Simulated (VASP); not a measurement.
# TePb (Fm-3m) in VASP: single point with r2SCAN

Aim: the single point of TePb with r2SCAN.

Everything below comes from runs of VASP 6.6.1. Logs are shortened: lines on timing, memory, paths and dates and some standing lists are left out, and cuts for length are marked.

**1. The cell of the first run**

It takes space group Fm-3m (No. 225, cubic). Conventional cell: a = 6.533 Å, b = 6.533 Å, c = 6.533 Å, α = 90.00°, β = 90.00°, γ = 90.00°. Te (site symmetry m-3m) has 6 Pb at 3.27 Å within 4.3 Å. Within 4.3 Å of Pb (site symmetry m-3m) lie 6 Te at 3.27 Å.

**2. Single point, r2SCAN**

POSCAR

```
TePb
1.0
    0.0000000000      3.2665315505      3.2665315505
    3.2665315505      0.0000000000      3.2665315505
    3.2665315505      3.2665315505      0.0000000000
Te Pb
1 1
Direct
    0.0000000000      0.0000000000      0.0000000000
    0.5000000000      0.5000000000      0.5000000000
```

INCAR.step1

```
PREC     = Accurate       # precision mode
ENCUT    = 520            # plane-wave cutoff, eV
ISMEAR   = 0              # smearing method
SIGMA    = 0.02           # smearing width, eV
LREAL    = False          # projectors in reciprocal space
LASPH    = True           # aspherical terms in the spheres
NELM     = 80             # most SCF steps
NBANDS   = 17             # bands
GGA      = PE             # functional
ALGO     = Normal         # electronic algorithm
EDIFF    = 1E-4           # SCF threshold, eV
LWAVE    = True           # write WAVECAR
LCHARG   = False          # write CHGCAR
```

INCAR.step2

```
PREC     = Accurate       # precision mode
ENCUT    = 520            # plane-wave cutoff, eV
EDIFF    = 1E-7           # SCF threshold, eV
ISMEAR   = 0              # smearing method
SIGMA    = 0.02           # smearing width, eV
LREAL    = False          # projectors in reciprocal space
LASPH    = True           # aspherical terms in the spheres
NELM     = 80             # most SCF steps
ALGO     = Normal         # electronic algorithm
ISIF     = 2              # what is computed and relaxed
LWAVE    = False          # write WAVECAR
LCHARG   = True           # write CHGCAR
METAGGA  = R2SCAN         # meta-GGA
LMIXTAU  = True         
LELF     = True           # ELF
LVHAR    = True         
NBANDS   = 17             # bands
ISTART   = 1
```

KPOINTS

```
Automatic mesh
0
Gamma
  8 8 8
```

Potentials or basis: VASP PAW PBE potentials, release 64 (Te, Pb_d).

The run is started by

```
$ cat potpaw_PBE.64/Te/POTCAR potpaw_PBE.64/Pb_d/POTCAR > POTCAR
$ cp INCAR.step1 INCAR
$ mpirun -np 1 vasp_std > vasp.out
$ cp INCAR.step2 INCAR
$ mpirun -np 1 vasp_std > vasp.out
```

OUTCAR:

```text
PREC = Accurate
   ENCUT = 520
   EDIFF = 1E-7
   ISMEAR = 0
   LREAL = False
   LASPH = True
   NELM = 80
   ISIF = 2
   METAGGA = R2SCAN
   ISTART = 1

 ion  position               nearest neighbor table
   1  0.000  0.000  0.000-   2 3.27   2 3.27   2 3.27   2 3.27   2 3.27   2 3.27
   2  0.500  0.500  0.500-   1 3.27   1 3.27   1 3.27   1 3.27   1 3.27   1 3.27

  LATTYP: Found a face centered cubic cell.
 ALAT       =     6.5330631010

  Lattice vectors:

 A1 = (   0.0000000000,   3.2665315505,   3.2665315505)
 A2 = (   3.2665315505,   0.0000000000,   3.2665315505)
 A3 = (   3.2665315505,   3.2665315505,   0.0000000000)

Analysis of symmetry for initial positions (statically):
=====================================================================
 Subroutine PRICEL returns:
 Original cell was already a primitive cell.

 Routine SETGRP: Setting up the symmetry group for a
 face centered cubic supercell.

 Subroutine GETGRP returns: Found 48 space group operations
 (whereof 48 operations were pure point group operations)
 out of a pool of 48 trial point group operations.

The static configuration has the point symmetry O_h .

Analysis of symmetry for dynamics (positions and initial velocities):
=====================================================================
 Subroutine PRICEL returns:
 Original cell was already a primitive cell.

 Routine SETGRP: Setting up the symmetry group for a
 face centered cubic supercell.

 Subroutine GETGRP returns: Found 48 space group operations
 (whereof 48 operations were pure point group operations)
 out of a pool of 48 trial point group operations.

The dynamic configuration has the point symmetry O_h .

 Subroutine INISYM returns: Found 48 space group operations
 (whereof 48 operations are pure point group operations),
 and found     1 'primitive' translations

----------------------------------------------------------------------------------------

                                     Primitive cell

  volume of cell :      69.7093

  direct lattice vectors                    reciprocal lattice vectors
     0.000000000  3.266531550  3.266531550    -0.153067556  0.153067556  0.153067556
     3.266531550  0.000000000  3.266531550     0.153067556 -0.153067556  0.153067556
     3.266531550  3.266531550  0.000000000     0.153067556  0.153067556 -0.153067556

  length of vectors
     4.619573221  4.619573221  4.619573221     0.265120783  0.265120783  0.265120783

  position of ions in fractional coordinates (direct lattice)
     0.000000000  0.000000000  0.000000000
     0.500000000  0.500000000  0.500000000

[... 77 lines left out ...]
   LREAL  =      F    real-space projection
   EDIFFG = 0.1E-05   stopping-criterion for IOM
   NSW    =      0    number of steps for IOM
   IBRION =     -1    ionic relax: 0-MD 1-quasi-New 2-CG
   NFREE  =      0    steps in history (QN), initial steepest desc. (CG)
   ISIF   =      2    stress and relaxation
   ISYM   =      2    0-nonsym 1-usesym 2-fastsym
   POTIM  = 0.5000    time-step for ionic-motion
   TEBEG  =    0.0;   TEEND  =   0.0 temperature during run
   PSTRESS=    0.0 pullay stress
   NELECT =      20.0000    total number of electrons
   NUPDOWN=      -1.0000    fix difference up-down
   EMIN   =  10.00;   EMAX   =-10.00  energy-range for DOS
   EFERMI =   0.00;   METHOD = LEGACY
   ISMEAR =     0;   SIGMA  =   0.02  broadening in eV -4-tet -1-fermi 0-gaus
   EFERMI_NEDOS =   21; number of points for ismear=-14 and -15
   IALGO  =     38    algorithm
   IMIX   =      4    mixing-type and parameters
     AMIX     =   0.40;   BMIX     =  1.00
     AMIX_MAG =   1.60;   BMIX_MAG =  1.00
  volume/ion in A,a.u.               =      34.85       235.21
  Fermi-wavevector in a.u.,A,eV,Ry     =   1.079745  2.040423 15.862350  1.165850
  Thomas-Fermi vector in A             =   2.215718
   LORBIT       =      0    0 simple, 1 ext, 2 COOP (PROOUT), +10 PAW based schemes
   METAGGA = R2SCAN    functional components
   LHFCALC =     F    Hartree Fock is set to
   AEXX    =    0.0000 exact exchange contribution
   IVDW    =     0    specifies the selected vdW correction
   LEPSILON=     F    determine dielectric tensor
   LRPA    =     F    only Hartree local field effects (RPA)
 non-spin polarized calculation
 Gauss-broadening in eV      SIGMA  =   0.02
  energy-cutoff  :      520.00
  volume of cell :       69.71
 maximum number of plane-waves:      1895
 NGX is ok and might be reduce to    36
   NGX = 17   NGY = 17   NGZ = 17

 number of electron      20.0000002 magnetization

 Free energy of the ion-electron system (eV)
  ---------------------------------------------------
  ext. energy  EPLUGINS =         0.00000000
  ---------------------------------------------------
  free energy    TOTEN  =       -82.70610250 eV

  energy without entropy =      -82.70610250  energy(sigma->0) =      -82.70610250

 E-fermi :   5.2114     XC(G=0):  -9.6584

 val. band max:        5.0826826105   @ k =   0.5000   0.0000   0.0000
 cond. band min:       6.1736492063   @ k =   0.5000   0.0000   0.0000
 fundamental gap:      1.0909665958
 Fermi energy:         5.2113767763

 k-point     1 :       0.0000    0.0000    0.0000
  band No.  band energies     occupation
      1     -12.2345      2.00000
      2     -12.2345      2.00000
      3     -12.2254      2.00000
      4     -12.2254      2.00000
      5     -12.2254      2.00000
      6      -7.1483      2.00000
[... 457 lines left out ...]
      4     -12.2149      2.00000
      5     -12.2079      2.00000
      6      -5.5370      2.00000
[... 9 lines left out ...]
     16      15.3533      0.00000
     17      15.8135      0.00000

 [... further k-points ...]

------------------------ aborting loop because EDIFF is reached ----------------------------------------

  FORCE on cell =-STRESS in cart. coord.  units (eV):
  Direction    XX          YY          ZZ          XY          YZ          ZX
  --------------------------------------------------------------------------------------
  -------------------------------------------------------------------------------------
  Total        0.0109453      0.0109453      0.0109453      0.0000000      0.0000000     -0.0000000
  in kB        0.2515636      0.2515636      0.2515636      0.0000000      0.0000000     -0.0000000
  external PRESSURE =       0.2515636 kB  Pullay stress =       0.0000000 kB

 VOLUME and BASIS-vectors are now :
 -----------------------------------------------------------------------------
  energy-cutoff  :      520.00
  volume of cell :       69.71
      direct lattice vectors                 reciprocal lattice vectors
     0.000000000  3.266531550  3.266531550    -0.153067556  0.153067556  0.153067556
     3.266531550  0.000000000  3.266531550     0.153067556 -0.153067556  0.153067556
     3.266531550  3.266531550  0.000000000     0.153067556  0.153067556 -0.153067556

 POSITION                                       TOTAL-FORCE (eV/Angst)
 -----------------------------------------------------------------------------------
      0.00000      0.00000      0.00000         0.000000      0.000000      0.000000
      3.26653      3.26653      3.26653        -0.000000     -0.000000     -0.000000
 -----------------------------------------------------------------------------------
    total drift:                                0.000000      0.000000      0.000000

  FREE ENERGIE OF THE ION-ELECTRON SYSTEM (eV)
  ---------------------------------------------------
  free  energy   TOTEN  =       -82.7061025020 eV

  energy  without entropy=      -82.7061025020  energy(sigma->0) =      -82.70610250
```

OUTCAR.step1:

```text
PREC = Accurate
   ENCUT = 520
   ISMEAR = 0
   LREAL = False
   LASPH = True
[... 702 lines left out ...]
      0.00000      0.00000      0.00000        -0.000000      0.000000      0.000000
      3.26653      3.26653      3.26653         0.000000      0.000000     -0.000000
 -----------------------------------------------------------------------------------
    total drift:                                0.000000      0.000000      0.000000

  FREE ENERGIE OF THE ION-ELECTRON SYSTEM (eV)
  ---------------------------------------------------
  free  energy   TOTEN  =        -7.5205887144 eV

  energy  without entropy=       -7.5205887144  energy(sigma->0) =       -7.52058871
```

Run time: 2.3 min. Hardware: 1 thread of Intel Xeon Platinum 8375C at 2.90GHz (Ice Lake), shared host; peak memory 0.23 GiB.

Results:

| Quantity | Value |
| --- | --- |
| Free energy | -82.7061 eV |
| Pressure | 0.0 GPa |
| Band gap on the k mesh | 1.09 eV, direct |

Caveat: the PAW data sets were made with another functional, which shifts forces and pressure a little; spin-orbit coupling is left out, which moves the levels of the heavy elements.
